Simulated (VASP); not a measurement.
# Pb (Pm-3n) in VASP: relaxation of cell and atoms with LDA

Aim: the relaxation of cell and atoms of Pb with LDA.

Everything below comes from runs of VASP 6.6.1. Logs are shortened: lines on timing, memory, paths and dates and some standing lists are left out, and cuts for length are marked.

## Step 1: The cell of the first run

Symmetry: Pm-3n, No. 223, cubic system. Conventional cell: a = 6.237 Å, b = 6.237 Å, c = 6.237 Å, α = 90.00°, β = 90.00°, γ = 90.00°. Within 4.6 Å of Pb (site symmetry m-3) lie 12 Pb at 3.49 Å. Within 4.1 Å of Pb (site symmetry -4m2) lie 14 Pb at 3.12 to 3.82 Å.

## Step 2: Relaxation of cell and atoms, LDA

Contents of INCAR:

```
ALGO = Normal ; EDIFF = 1E-6
EDIFFG = -0.01 ; ENCUT = 600
GGA = CA ; IBRION = 2
ISIF = 3 ; ISMEAR = -1
LASPH = T ; LCHARG = F
LREAL = F ; LWAVE = F
NELM = 60 ; NSW = 80
PREC = Accurate ; SIGMA = 0.1
```

Contents of KPOINTS:

```
k-points
0
Gamma
  4 4 4
```

Contents of POSCAR:

```
Pb
1.0
    6.2372391575      0.0000000000      0.0000000000
    0.0000000000      6.2372391575      0.0000000000
    0.0000000000      0.0000000000      6.2372391575
Pb
8
Direct
    0.0000000000      0.0000000000      0.0000000000
    0.5000000000      0.5000000000      0.5000000000
    0.2500000000      0.0000000000      0.5000000000
    0.7500000000      0.0000000000      0.5000000000
    0.5000000000      0.2500000000      0.0000000000
    0.5000000000      0.7500000000      0.0000000000
    0.0000000000      0.5000000000      0.2500000000
    0.0000000000      0.5000000000      0.7500000000
```

Potentials or basis: VASP PAW LDA potentials, release 64 (Pb_d).

Command:

```
$ cat potpaw_LDA.64/Pb_d/POTCAR > POTCAR
$ mpirun -np 1 vasp_std > vasp.out
```

OUTCAR:

```text
EDIFF = 1E-6
   EDIFFG = -0.01
   ENCUT = 600
   GGA = CA
   IBRION = 2
   ISIF = 3
   ISMEAR = -1
   LASPH = T
   LREAL = F
   NELM = 60
   NSW = 80
   PREC = Accurate

 ion  position               nearest neighbor table
   1  0.000  0.000  0.000-   3 3.49   4 3.49   5 3.49   6 3.49   7 3.49   8 3.49   3 3.49   4 3.49
                             7 3.49   8 3.49   5 3.49   6 3.49
   2  0.500  0.500  0.500-   3 3.49   4 3.49   5 3.49   6 3.49   7 3.49   8 3.49   5 3.49   6 3.49
                             3 3.49   4 3.49   7 3.49   8 3.49
   3  0.250  0.000  0.500-   4 3.12   4 3.12   1 3.49   1 3.49   2 3.49   2 3.49   8 3.82   5 3.82
                             5 3.82   6 3.82   6 3.82   7 3.82   8 3.82   7 3.82
   4  0.750  0.000  0.500-   3 3.12   3 3.12   1 3.49   1 3.49   2 3.49   2 3.49   8 3.82   5 3.82
                             5 3.82   6 3.82   6 3.82   7 3.82   8 3.82   7 3.82
   5  0.500  0.250  0.000-   6 3.12   6 3.12   1 3.49   2 3.49   2 3.49   1 3.49   8 3.82   4 3.82
                             3 3.82   4 3.82   3 3.82   7 3.82   7 3.82   8 3.82
   6  0.500  0.750  0.000-   5 3.12   5 3.12   1 3.49   2 3.49   2 3.49   1 3.49   8 3.82   4 3.82
                             3 3.82   4 3.82   3 3.82   7 3.82   7 3.82   8 3.82
   7  0.000  0.500  0.250-   8 3.12   8 3.12   1 3.49   2 3.49   1 3.49   2 3.49   3 3.82   4 3.82
                             5 3.82   3 3.82   4 3.82   6 3.82   5 3.82   6 3.82
   8  0.000  0.500  0.750-   7 3.12   7 3.12   1 3.49   2 3.49   1 3.49   2 3.49   3 3.82   4 3.82
                             5 3.82   3 3.82   4 3.82   6 3.82   5 3.82   6 3.82

  LATTYP: Found a simple cubic cell.
 ALAT       =     6.2372391575

  Lattice vectors:

 A1 = (   6.2372391575,   0.0000000000,   0.0000000000)
 A2 = (   0.0000000000,   6.2372391575,   0.0000000000)
 A3 = (   0.0000000000,   0.0000000000,   6.2372391575)

Analysis of symmetry for initial positions (statically):
=====================================================================
 Subroutine PRICEL returns:
 Original cell was already a primitive cell.

 Routine SETGRP: Setting up the symmetry group for a
 simple cubic supercell.

 Subroutine GETGRP returns: Found 48 space group operations
 (whereof 24 operations were pure point group operations)
 out of a pool of 48 trial point group operations.

The static configuration has the point symmetry T_h .
 The point group associated with its full space group is O_h .

Analysis of symmetry for dynamics (positions and initial velocities):
=====================================================================
 Subroutine PRICEL returns:
 Original cell was already a primitive cell.

 Routine SETGRP: Setting up the symmetry group for a
 simple cubic supercell.

 Subroutine GETGRP returns: Found 48 space group operations
 (whereof 24 operations were pure point group operations)
 out of a pool of 48 trial point group operations.

The dynamic configuration has the point symmetry T_h .
 The point group associated with its full space group is O_h .

 Subroutine INISYM returns: Found 48 space group operations
 (whereof 24 operations are pure point group operations),
 and found     1 'primitive' translations

----------------------------------------------------------------------------------------

                                     Primitive cell

  volume of cell :     242.6483

  direct lattice vectors                    reciprocal lattice vectors
     6.237239158  0.000000000  0.000000000     0.160327346  0.000000000  0.000000000
     0.000000000  6.237239158  0.000000000     0.000000000  0.160327346  0.000000000
     0.000000000  0.000000000  6.237239158     0.000000000  0.000000000  0.160327346

  length of vectors
     6.237239158  6.237239158  6.237239158     0.160327346  0.160327346  0.160327346

  position of ions in fractional coordinates (direct lattice)
     0.000000000  0.000000000  0.000000000
     0.500000000  0.500000000  0.500000000
     0.250000000  0.000000000  0.500000000
     0.750000000  0.000000000  0.500000000
     0.500000000  0.250000000  0.000000000
     0.500000000  0.750000000  0.000000000
     0.000000000  0.500000000  0.250000000
     0.000000000  0.500000000  0.750000000

  ion indices of the primitive-cell ions
   primitive index   ion index
                 1           1
                 2           2
                 3           3
                 4           4
                 5           5
                 6           6
                 7           7
                 8           8

----------------------------------------------------------------------------------------

 KPOINTS: k-points

Automatic generation of k-mesh.
 Grid dimensions read from file:
 generate k-points for:    4    4    4

 Generating k-lattice:

  Cartesian coordinates                     Fractional coordinates (reciprocal lattice)
     0.040081836  0.000000000  0.000000000     0.250000000  0.000000000  0.000000000
     0.000000000  0.040081836  0.000000000     0.000000000  0.250000000  0.000000000
     0.000000000  0.000000000  0.040081836     0.000000000  0.000000000  0.250000000

  Length of vectors
     0.040081836  0.040081836  0.040081836

  Shift w.r.t. Gamma in fractional coordinates (k-lattice)
     0.000000000  0.000000000  0.000000000

 Subroutine IBZKPT returns following result:
 ===========================================

 Found     10 irreducible k-points:

 Following reciprocal coordinates:
            Coordinates               Weight
  0.000000  0.000000  0.000000      1.000000
  0.250000  0.000000  0.000000      6.000000
  0.500000  0.000000  0.000000      3.000000
  0.250000  0.250000  0.000000     12.000000
  0.500000  0.250000  0.000000     12.000000
  0.500000  0.500000  0.000000      3.000000
  0.250000  0.250000  0.250000      8.000000
  0.500000  0.250000  0.250000     12.000000
  0.500000  0.500000  0.250000      6.000000
  0.500000  0.500000  0.500000      1.000000
   k-points           NKPTS =     10   k-points in BZ     NKDIM =     10   number of bands    NBANDS=     67
   number of dos      NEDOS =    301   number of ions     NIONS =      8
   total plane-waves  NPLWV = 125000
   dimension x,y,z NGX =    50 NGY =   50 NGZ =   50
   dimension x,y,z NGXF=   100 NGYF=  100 NGZF=  100
   ions per type =               8
   NGX,Y,Z   is equivalent  to a cutoff of  13.33, 13.33, 13.33 a.u.
   NGXF,Y,Z  is equivalent  to a cutoff of  26.65, 26.65, 26.65 a.u.
 SYSTEM =  unknown system
   PREC   = accura    normal or accurate (medium, high low for compatibility)
   ISTART =      0    job   : 0-new  1-cont  2-samecut
   ICHARG =      2    charge: 1-file 2-atom 10-const
   ISPIN  =      1    spin polarized calculation?
   LNONCOLLINEAR =      F non collinear calculations
   LSORBIT =      F    spin-orbit coupling
   LASPH  =      T    aspherical Exc in radial PAW
   ENCUT  =  600.0 eV  44.10 Ry    6.64 a.u.  12.46 12.46 12.46*2*pi/ulx,y,z
   NELM   =     60;   NELMIN=  2; NELMDL= -5     # of ELM steps
   EDIFF  = 0.1E-05   stopping-criterion for ELM
   LREAL  =      F    real-space projection
   EDIFFG = -.1E-01   stopping-criterion for IOM
   NSW    =     80    number of steps for IOM
   IBRION =      2    ionic relax: 0-MD 1-quasi-New 2-CG
   NFREE  =      1    steps in history (QN), initial steepest desc. (CG)
   ISIF   =      3    stress and relaxation
   ISYM   =      2    0-nonsym 1-usesym 2-fastsym
   POTIM  = 0.5000    time-step for ionic-motion
   TEBEG  =    0.0;   TEEND  =   0.0 temperature during run
   PSTRESS=    0.0 pullay stress
   NELECT =     112.0000    total number of electrons
   NUPDOWN=      -1.0000    fix difference up-down
   EMIN   =  10.00;   EMAX   =-10.00  energy-range for DOS
   EFERMI =   0.00;   METHOD = LEGACY
   ISMEAR =    -1;   SIGMA  =   0.10  broadening in eV -4-tet -1-fermi 0-gaus
   EFERMI_NEDOS =   21; number of points for ismear=-14 and -15
   IALGO  =     38    algorithm
   IMIX   =      4    mixing-type and parameters
     AMIX     =   0.40;   BMIX     =  1.00
     AMIX_MAG =   1.60;   BMIX_MAG =  1.00
  volume/ion in A,a.u.               =      30.33       204.68
  Fermi-wavevector in a.u.,A,eV,Ry     =   1.265188  2.390859 21.778859  1.600701
  Thomas-Fermi vector in A             =   2.398454
   LORBIT       =      0    0 simple, 1 ext, 2 COOP (PROOUT), +10 PAW based schemes
   GGA     = CA    functional components
   LHFCALC =     F    Hartree Fock is set to
   AEXX    =    0.0000 exact exchange contribution
   IVDW    =     0    specifies the selected vdW correction
   LEPSILON=     F    determine dielectric tensor
   LRPA    =     F    only Hartree local field effects (RPA)
 conjugate gradient relaxation of ions
 non-spin polarized calculation
  energy-cutoff  :      600.00
  volume of cell :      242.65
 maximum number of plane-waves:      8217
 NGX is ok and might be reduce to    50
   NGX = 25   NGY = 25   NGZ = 25

--------------------------------------- Ionic step        1  -------------------------------------------

 number of electron     112.0000023 magnetization

 Free energy of the ion-electron system (eV)
  ---------------------------------------------------
  ext. energy  EPLUGINS =         0.00000000
  ---------------------------------------------------
  free energy    TOTEN  =       -33.40472077 eV

  energy without entropy =      -33.22574480  energy(sigma->0) =      -33.31523279

------------------------ aborting loop because EDIFF is reached ----------------------------------------

  FORCE on cell =-STRESS in cart. coord.  units (eV):
  Direction    XX          YY          ZZ          XY          YZ          ZX
  --------------------------------------------------------------------------------------
  -------------------------------------------------------------------------------------
  Total       -0.8934008     -0.8934008     -0.8934008     -0.0000000      0.0000000      0.0000000
  in kB       -5.8990181     -5.8990181     -5.8990181     -0.0000000      0.0000000      0.0000000
  external PRESSURE =      -5.8990181 kB  Pullay stress =       0.0000000 kB
[... 69 lines left out ...]
  energy  without entropy=      -33.2307277418  energy(sigma->0) =      -33.32013636

--------------------------------------- Ionic step        3  -------------------------------------------

 number of electron     111.9999998 magnetization

 Free energy of the ion-electron system (eV)
  ---------------------------------------------------
  ext. energy  EPLUGINS =         0.00000000
  ---------------------------------------------------
  free energy    TOTEN  =       -33.41014556 eV

  energy without entropy =      -33.23127474  energy(sigma->0) =      -33.32071015

 E-fermi :   7.1785     XC(G=0): -10.5037

 val. band max:        7.1238297071   @ k =   0.0000   0.0000   0.0000
 cond. band min:       7.1830056204   @ k =   0.5000   0.2500   0.2500
 fundamental gap:      0.0591759133
 Fermi energy:         7.1785441456

 k-point     1 :       0.0000    0.0000    0.0000
  band No.  band energies     occupation
      1     -10.2013      2.00000
      2     -10.1946      2.00000
      3     -10.1946      2.00000
      4      -9.9815      2.00000
      5      -9.9815      2.00000
      6      -9.9815      2.00000
[... 724 lines left out ...]
  FREE ENERGIE OF THE ION-ELECTRON SYSTEM (eV)
  ---------------------------------------------------
  free  energy   TOTEN  =       -33.4101455555 eV

  energy  without entropy=      -33.2312747420  energy(sigma->0) =      -33.32071015

 reached required accuracy - stopping structural energy minimisation
```

Run time: 6.7 min. Hardware: 1 thread of Intel Xeon Platinum 8488C (Sapphire Rapids), shared host; peak memory 0.34 GiB.

Results:

```
Free energy                           : -33.4101 eV
Relaxed volume                        : 29.96 Å³/atom
Relaxed cell                          : a = 6.212 Å, b = 6.212 Å, c = 6.212 Å, α = 90.00°, β = 90.00°, γ = 90.00°
Space group after relaxing (to 0.1 Å) : Pm-3n (No. 223)
Energy gained by relaxing             : 0.7 meV/atom
Ionic steps                           : 3
Pressure after relaxing               : 0.0 GPa
Band gap on the k mesh                : zero (bands 56 and 57 overlap by 0.76 eV)
```

Step by step:
```
step  energy change (eV)  largest force (eV/Å)  pressure (GPa)  volume (Å³)
   1              0.0000                0.0000           -0.59       242.65
   2             -0.0048                0.0000            0.20       238.75
   3             -0.0054                0.0000           -0.01       239.72
```

Final structure:
```
Pb
1.0
     6.21203    0.00000    0.00000
     0.00000    6.21203    0.00000
     0.00000    0.00000    6.21203
Pb
8
Direct
  0.00000 0.00000 0.00000
  0.50000 0.50000 0.50000
  0.25000 0.00000 0.50000
  0.75000 0.00000 0.50000
  0.50000 0.25000 0.00000
  0.50000 0.75000 0.00000
  0.00000 0.50000 0.25000
  0.00000 0.50000 0.75000
```

Caveat: spin-orbit coupling is left out, which moves the levels of the heavy elements.

The gap in the log of VASP goes by the Fermi energy; the results here count the filled bands.